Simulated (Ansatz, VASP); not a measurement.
**Two plane-wave programs on MgC6**

```
CELL_PARAMETERS angstrom
4.26469 0.00000 0.00000
-2.13235 3.69333 0.00000
0.00000 0.00000 7.93022
ATOMIC_POSITIONS crystal
Mg 0.00000 0.00000 0.00000
C 0.33332 0.00000 0.50000
C 0.66668 0.00000 0.50000
C 0.00000 0.33332 0.50000
C 0.00000 0.66668 0.50000
C 0.66668 0.66668 0.50000
C 0.33332 0.33332 0.50000
```

Change from the starting cell: species swapped into the SmC6 type (P6/mmm, No. 191).

Alike in both runs: functional PBE; k mesh 12 × 12 × 8; occupations gaussian, width 0.1 eV; no spin polarisation.

Ansatz relaxed the structure, and its values are those at the end. VASP's run is a single point on that final structure, the one shown.

|  | VASP | Ansatz |
| --- | --- | --- |
| version | VASP 6.6.1 | Ansatz 0.2.0 |
| potentials or method | VASP PAW PBE potentials, release 64 (Mg, C), cutoff 520 eV | scalar-relativistic, plane waves, PAW |
| valence electrons in the cell | 26 | 34 |

Ansatz gave:

```
gap on the k mesh at the Fermi level (eV) : none
pressure (GPa)                            : 0.0
```

Q: What did VASP give for the same quantities?

A: gap on the k mesh at the Fermi level (eV): none; pressure (GPa): 0.2.

A gap of «none» marks a metal or a gap that the smearing closes. The functional is the same, so the differences come from potentials, cutoffs and numerics. VASP's potentials hold 26 valence electrons a cell and Ansatz's 34, so a difference there can come from the potentials and not from the codes.
